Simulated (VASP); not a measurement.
# Cu3AgIr2Pd4Pt2 in VASP: notebook

Runs on Cu3AgIr2Pd4Pt2. Level: PBE. Tasks: relaxation of cell and atoms, single point.

All numbers are computed with VASP 6.6.1; they aren't measurements. Logs are shortened: lines on timing, memory, paths and dates and some standing lists are left out, and cuts for length are marked.

### Step 1. The cell of the first run

The typed cell holds 12 atoms: a = 5.487 Å, b = 5.487 Å, c = 6.720 Å, α = 90.00°, β = 90.00°, γ = 120.00°.

### Step 2. Relaxation of cell and atoms, PBE

Contents of INCAR:

```
PREC = Accurate
ENCUT = 600
EDIFF = 1E-7
ISMEAR = 0
SIGMA = 0.1
LREAL = F
LASPH = T
NELM = 120
ALGO = Normal
ISIF = 3
LWAVE = F
LCHARG = F
GGA = PE
IBRION = 2
NSW = 70
EDIFFG = -0.04
ISYM = 0
GGA_COMPAT = F
NELMIN = 4
```

Contents of KPOINTS:

```
Automatic mesh
0
Gamma
  3 3 2
  0 0 0.5
```

Contents of POSCAR:

```
Cu3AgIr2Pd4Pt2
1.0
   -3.8797548200     -3.8797548200      0.0000000000
    0.0000000000      3.8797548200      3.8797548200
   -3.8797548200      3.8797548200     -3.8797548200
Cu Pd Ag Ir Pt
3 4 1 2 2
Direct
    0.0003338576      0.9961076592      0.0034050675
    0.4999227397      0.5009506037      0.0017394721
    0.0024930054      0.4940303602      0.0025641687
    0.8342190279      0.1696468067      0.6607933693
    0.3375674407      0.1668305204      0.6633814501
    0.6719300169      0.8400774581      0.3348239559
    0.1673643676      0.8357927365      0.3351810900
    0.1686922622      0.3287582184      0.3289106047
    0.8390368491      0.6719832537      0.6649233890
    0.3331180226      0.6626486093      0.6659676137
    0.4906370773      0.9960000309      0.9994972334
    0.6683213079      0.3369001271      0.3372917364
```

Potentials or basis: VASP PAW PBE potentials, release 64 (Cu, Pd, Ag, Ir, Pt).

Started as:

```bash
$ cat potpaw_PBE.64/Cu/POTCAR potpaw_PBE.64/Pd/POTCAR potpaw_PBE.64/Ag/POTCAR potpaw_PBE.64/Ir/POTCAR potpaw_PBE.64/Pt/POTCAR > POTCAR
$ mpirun -np 1 vasp_std > vasp.out
```

OUTCAR:

```text
PREC = Accurate
   ENCUT = 600
   EDIFF = 1E-7
   ISMEAR = 0
   LREAL = F
   LASPH = T
   NELM = 120
   ISIF = 3
   GGA = PE
   IBRION = 2
   NSW = 70
   EDIFFG = -0.04
   ISYM = 0
   NELMIN = 4

 ion  position               nearest neighbor table
   1  0.000  0.996  0.003-  11 2.69   8 2.70   7 2.72   6 2.72   3 2.73   2 2.73   9 2.75   2 2.76
                             3 2.76   5 2.79  11 2.80   4 2.81
   2  0.500  0.501  0.002-   8 2.70   3 2.71   1 2.73  11 2.74  10 2.74  11 2.75  12 2.75   1 2.76
                             6 2.76   5 2.77   3 2.78   9 2.78
   3  0.002  0.494  0.003-   8 2.70   2 2.71  11 2.72   1 2.73  12 2.75  10 2.75   1 2.76   7 2.76
                             4 2.77  11 2.77   2 2.78   9 2.79
   4  0.834  0.170  0.661-  12 2.69   6 2.69   5 2.72  10 2.72   8 2.74   9 2.74   9 2.74  10 2.77
                             3 2.77   5 2.77  11 2.80   1 2.81
   5  0.338  0.167  0.663-  12 2.70   7 2.71   4 2.72   9 2.73  10 2.73  11 2.73   8 2.74  10 2.75
                             9 2.76   4 2.77   2 2.77   1 2.79
   6  0.672  0.840  0.335-   4 2.69   8 2.70   1 2.72   7 2.73   9 2.73  12 2.74  10 2.75  12 2.75
                             7 2.76   2 2.76  11 2.77   8 2.78
   7  0.167  0.836  0.335-   8 2.70   5 2.71   9 2.71   1 2.72  11 2.73   6 2.73  12 2.74  10 2.74
                            12 2.75   6 2.76   3 2.76   8 2.79
   8  0.169  0.329  0.329-   1 2.70   3 2.70   7 2.70   6 2.70   2 2.70  12 2.72   4 2.74   5 2.74
                            10 2.77  12 2.77   6 2.78   7 2.79
   9  0.839  0.672  0.665-   7 2.71  12 2.72   5 2.73   6 2.73  10 2.74   4 2.74   4 2.74   1 2.75
                            10 2.75   5 2.76   2 2.78   3 2.79
  10  0.333  0.663  0.666-   4 2.72   5 2.73   9 2.74   2 2.74   7 2.74  11 2.74   6 2.75   9 2.75
                             3 2.75   5 2.75   8 2.77   4 2.77
  11  0.491  0.996  0.999-   1 2.69   3 2.72   7 2.73   5 2.73   2 2.74  10 2.74   2 2.75   6 2.77
                             3 2.77  12 2.79   1 2.80   4 2.80
  12  0.668  0.337  0.337-   4 2.69   5 2.70   9 2.72   8 2.72   6 2.74   7 2.74   7 2.75   6 2.75
                             2 2.75   3 2.75   8 2.77  11 2.79

IMPORTANT INFORMATION: All symmetrisations will be switched off!
NOSYMM: (Re-)initialisation of all symmetry stuff for point group C_1.

----------------------------------------------------------------------------------------

                                     Primitive cell

  volume of cell :     175.2000

  direct lattice vectors                    reciprocal lattice vectors
    -3.879754820 -3.879754820  0.000000000    -0.171832164 -0.085916082  0.085916082
     0.000000000  3.879754820  3.879754820    -0.085916082  0.085916082  0.171832164
    -3.879754820  3.879754820 -3.879754820    -0.085916082  0.085916082 -0.085916082

  length of vectors
     5.486801885  5.486801885  6.719932469     0.210450562  0.210450562  0.148811019

  position of ions in fractional coordinates (direct lattice)
     0.000333858  0.996107659  0.003405067
     0.499922740  0.500950604  0.001739472
     0.002493005  0.494030360  0.002564169
     0.834219028  0.169646807  0.660793369
     0.337567441  0.166830520  0.663381450
     0.671930017  0.840077458  0.334823956
     0.167364368  0.835792736  0.335181090
     0.168692262  0.328758218  0.328910605
     0.839036849  0.671983254  0.664923389
     0.333118023  0.662648609  0.665967614
     0.490637077  0.996000031  0.999497233
     0.668321308  0.336900127  0.337291736

  ion indices of the primitive-cell ions
   primitive index   ion index
                 1           1
                 2           2
                 3           3
                 4           4
                 5           5
                 6           6
                 7           7
                 8           8
                 9           9
                10          10
                11          11
                12          12

----------------------------------------------------------------------------------------

 KPOINTS: Automatic mesh

Automatic generation of k-mesh.
 Grid dimensions read from file:
 generate k-points for:    3    3    2

 Generating k-lattice:

  Cartesian coordinates                     Fractional coordinates (reciprocal lattice)
    -0.057277388 -0.028638694  0.028638694     0.333333333  0.000000000  0.000000000
    -0.028638694  0.028638694  0.057277388     0.000000000  0.333333333  0.000000000
    -0.042958041  0.042958041 -0.042958041     0.000000000  0.000000000  0.500000000

  Length of vectors
     0.070150187  0.070150187  0.074405510

  Shift w.r.t. Gamma in fractional coordinates (k-lattice)
     0.000000000  0.000000000  0.500000000

 Subroutine IBZKPT returns following result:
 ===========================================

 Found      9 irreducible k-points:

 Following reciprocal coordinates:
            Coordinates               Weight
  0.000000  0.000000  0.250000      2.000000
  0.333333  0.000000  0.250000      2.000000
  0.000000  0.333333  0.250000      2.000000
 -0.333333  0.333333  0.250000      2.000000
 -0.333333  0.000000  0.250000      2.000000
  0.000000 -0.333333  0.250000      2.000000
  0.333333 -0.333333  0.250000      2.000000
  0.333333  0.333333  0.250000      2.000000
 -0.333333 -0.333333  0.250000      2.000000
   k-points           NKPTS =      9   k-points in BZ     NKDIM =      9   number of bands    NBANDS=     73
   number of dos      NEDOS =    301   number of ions     NIONS =     12
   total plane-waves  NPLWV = 124416
   dimension x,y,z NGX =    48 NGY =   48 NGZ =   54
   dimension x,y,z NGXF=    96 NGYF=   96 NGZF=  108
   ions per type =               3   4   1   2   2
   NGX,Y,Z   is equivalent  to a cutoff of  14.54, 14.54, 13.36 a.u.
   NGXF,Y,Z  is equivalent  to a cutoff of  29.09, 29.09, 26.72 a.u.
 SYSTEM =  unknown system
   PREC   = accura    normal or accurate (medium, high low for compatibility)
   ISTART =      0    job   : 0-new  1-cont  2-samecut
   ICHARG =      2    charge: 1-file 2-atom 10-const
   ISPIN  =      1    spin polarized calculation?
   LNONCOLLINEAR =      F non collinear calculations
   LSORBIT =      F    spin-orbit coupling
   LASPH  =      T    aspherical Exc in radial PAW
   ENCUT  =  600.0 eV  44.10 Ry    6.64 a.u.  10.96 10.96 13.42*2*pi/ulx,y,z
   NELM   =    120;   NELMIN=  4; NELMDL= -5     # of ELM steps
   EDIFF  = 0.1E-06   stopping-criterion for ELM
   LREAL  =      F    real-space projection
   EDIFFG = -.4E-01   stopping-criterion for IOM
   NSW    =     70    number of steps for IOM
   IBRION =      2    ionic relax: 0-MD 1-quasi-New 2-CG
   NFREE  =      1    steps in history (QN), initial steepest desc. (CG)
   ISIF   =      3    stress and relaxation
   ISYM   =      0    0-nonsym 1-usesym 2-fastsym
   POTIM  = 0.5000    time-step for ionic-motion
   TEBEG  =    0.0;   TEEND  =   0.0 temperature during run
   PSTRESS=    0.0 pullay stress
   NELECT =     122.0000    total number of electrons
   NUPDOWN=      -1.0000    fix difference up-down
   EMIN   =  10.00;   EMAX   =-10.00  energy-range for DOS
   EFERMI =   0.00;   METHOD = LEGACY
   ISMEAR =     0;   SIGMA  =   0.10  broadening in eV -4-tet -1-fermi 0-gaus
   EFERMI_NEDOS =   21; number of points for ismear=-14 and -15
   IALGO  =     38    algorithm
   IMIX   =      4    mixing-type and parameters
     AMIX     =   0.40;   BMIX     =  1.00
     AMIX_MAG =   1.60;   BMIX_MAG =  1.00
  volume/ion in A,a.u.               =      14.60        98.53
  Fermi-wavevector in a.u.,A,eV,Ry     =   1.451053  2.742093 28.647830  2.105556
  Thomas-Fermi vector in A             =   2.568595
   LORBIT       =      0    0 simple, 1 ext, 2 COOP (PROOUT), +10 PAW based schemes
   GGA     = PE    functional components
   LHFCALC =     F    Hartree Fock is set to
   AEXX    =    0.0000 exact exchange contribution
   IVDW    =     0    specifies the selected vdW correction
   LEPSILON=     F    determine dielectric tensor
   LRPA    =     F    only Hartree local field effects (RPA)
 conjugate gradient relaxation of ions
 non-spin polarized calculation
 Gauss-broadening in eV      SIGMA  =   0.10
  energy-cutoff  :      600.00
  volume of cell :      175.20
 maximum number of plane-waves:      5851
 NGX is ok and might be reduce to    48
   NGX = 21   NGY = 21   NGZ = 27

--------------------------------------- Ionic step        1  -------------------------------------------

 number of electron     122.0000003 magnetization

 Free energy of the ion-electron system (eV)
  ---------------------------------------------------
  ext. energy  EPLUGINS =         0.00000000
  ---------------------------------------------------
  free energy    TOTEN  =       -64.04782972 eV

  energy without entropy =      -63.96924622  energy(sigma->0) =      -64.00853797

------------------------ aborting loop because EDIFF is reached ----------------------------------------

  FORCE on cell =-STRESS in cart. coord.  units (eV):
  Direction    XX          YY          ZZ          XY          YZ          ZX
  --------------------------------------------------------------------------------------
  -------------------------------------------------------------------------------------
  Total        0.3127486      0.2493106      1.7822675     -0.7778574      0.6203548     -0.6556323
  in kB        2.8600385      2.2799071     16.2985653     -7.1133878      5.6730503     -5.9956580
  external PRESSURE =       7.1461703 kB  Pullay stress =       0.0000000 kB
[... 119 lines left out ...]
  FREE ENERGIE OF THE ION-ELECTRON SYSTEM (eV)
  ---------------------------------------------------
  free  energy   TOTEN  =       -64.3885762936 eV

  energy  without entropy=      -64.3212383457  energy(sigma->0) =      -64.35490732

[... ionic steps 4 to 10 ...]

--------------------------------------- Ionic step       11  -------------------------------------------

 number of electron     121.9999986 magnetization

------------------------ aborting loop because EDIFF is reached ----------------------------------------

  FORCE on cell =-STRESS in cart. coord.  units (eV):
  Direction    XX          YY          ZZ          XY          YZ          ZX
  --------------------------------------------------------------------------------------
  -------------------------------------------------------------------------------------
  Total        0.3279597      0.3305168      0.2584492     -0.0088577      0.0800265     -0.0784407
  in kB        2.9993244      3.0227101      2.3636230     -0.0810073      0.7318749     -0.7173716
  external PRESSURE =       2.7952192 kB  Pullay stress =       0.0000000 kB
[... 77 lines left out ...]
  energy  without entropy=      -64.3906429518  energy(sigma->0) =      -64.42945803

--------------------------------------- Ionic step       13  -------------------------------------------

 number of electron     121.9999987 magnetization

 Free energy of the ion-electron system (eV)
  ---------------------------------------------------
  ext. energy  EPLUGINS =         0.00000000
  ---------------------------------------------------
  free energy    TOTEN  =       -64.46833026 eV

  energy without entropy =      -64.39068472  energy(sigma->0) =      -64.42950749

 E-fermi :   8.8515     XC(G=0): -12.9936

 val. band max:        8.8474656302   @ k =  -0.3333   0.0000   0.2500
 cond. band min:       8.8578093952   @ k =   0.0000   0.3333   0.2500
 fundamental gap:      0.0103437650
 Fermi energy:         8.8514773885

 k-point     1 :       0.0000    0.0000    0.2500
  band No.  band energies     occupation
      1       0.5664      2.00000
      2       2.1478      2.00000
      3       2.8415      2.00000
      4       2.9696      2.00000
      5       2.9898      2.00000
      6       3.1438      2.00000
[... 712 lines left out ...]
  FREE ENERGIE OF THE ION-ELECTRON SYSTEM (eV)
  ---------------------------------------------------
  free  energy   TOTEN  =       -64.4683302623 eV

  energy  without entropy=      -64.3906847225  energy(sigma->0) =      -64.42950749

 reached required accuracy - stopping structural energy minimisation
```

Wall time 30 min (1 thread of Intel Xeon 6975P-C (Granite Rapids), shared host); peak memory 0.48 GiB.

Results:

- Free energy: -64.4683 eV
- Relaxed volume: 14.62 Å³/atom
- Relaxed cell: a = 5.447 Å, b = 5.520 Å, c = 6.707 Å, α = 90.16°, β = 90.00°, γ = 119.55°
- Space group after relaxing (to 0.1 Å): Cm (No. 8)
- Energy gained by relaxing: 35.0 meV/atom
- Ionic steps: 13
- Pressure after relaxing: 0.0 GPa
- Largest force after relaxing: 0.034 eV/Å
- Band gap on the k mesh: zero (bands 61 and 62 overlap by 0.32 eV)

Forces on the atoms (eV/Å):
```
Cu   0.001 -0.009  0.005
Cu   0.008  0.011 -0.003
Cu  -0.011  0.004  0.002
Pd  -0.010  0.011  0.015
Pd  -0.001  0.001  0.012
Pd  -0.013 -0.023  0.001
Pd   0.023  0.017 -0.012
Ag   0.019 -0.016 -0.012
Ir   0.008 -0.004 -0.018
Ir  -0.021  0.014 -0.014
Pt   0.016 -0.021  0.021
Pt  -0.017  0.014  0.003
```

Step by step:
```tsv
step	energy change (eV)	largest force (eV/Å)	pressure (GPa)	volume (Å³)
1	0.0000	1.5562	0.71	175.20
2	-0.3230	0.5810	-1.99	176.85
3	-0.3407	0.3912	-2.53	177.37
4	-0.3409	0.3270	4.37	171.53
5	-0.3796	0.2981	0.78	174.39
6	-0.4030	0.1775	0.26	174.92
7	-0.4059	0.2283	0.04	175.17
8	-0.4160	0.1203	-0.17	175.46
9	-0.4183	0.0954	-0.30	175.67
10	-0.4192	0.0554	0.59	174.92
11	-0.4196	0.0543	0.28	175.19
12	-0.4204	0.0470	-0.07	175.51
13	-0.4205	0.0339	-0.02	175.44
```

Final structure:
```yaml
crystal:
  lattice:
    - [-3.85161, -3.85134, 0.00024]
    - [-0.03033, 3.88145, 3.92540]
    - [-3.86806, 3.86803, -3.88144]
  atoms:
    - { symbol: Cu, position: [0.99461, 0.98743, 0.99528] }
    - { symbol: Cu, position: [0.51088, 0.50377, 0.99437] }
    - { symbol: Cu, position: [0.99531, 0.50312, 0.99429] }
    - { symbol: Pd, position: [0.83799, 0.17212, 0.67607] }
    - { symbol: Pd, position: [0.33656, 0.17255, 0.67627] }
    - { symbol: Pd, position: [0.66590, 0.82923, 0.33378] }
    - { symbol: Pd, position: [0.16571, 0.82942, 0.33360] }
    - { symbol: Ag, position: [0.16645, 0.33052, 0.31797] }
    - { symbol: Ir, position: [0.83375, 0.66487, 0.66222] }
    - { symbol: Ir, position: [0.33937, 0.67686, 0.68431] }
    - { symbol: Pt, position: [0.49769, 0.99337, 0.00706] }
    - { symbol: Pt, position: [0.66940, 0.33646, 0.32326] }
```

Levels at points of the mesh, in eV from the Fermi level:
| k point | band 58 | band 59 | band 60 | band 61 | band 62 | band 63 | band 64 | band 65 | band 66 | band 67 |
| --- | --- | --- | --- | --- | --- | --- | --- | --- | --- | --- |
| (0.00, 0.00, 0.25) | 0.10 | 0.12 | 0.15 | 0.27 | 0.83 | 1.01 | 1.20 | 1.27 | 1.33 | 2.43 |

Caveat: the k points lie up to 0.47 Å⁻¹ apart in the final cell; spin-orbit coupling is left out, which moves the levels of the heavy elements.

(Part 1 of 2 ends here.)
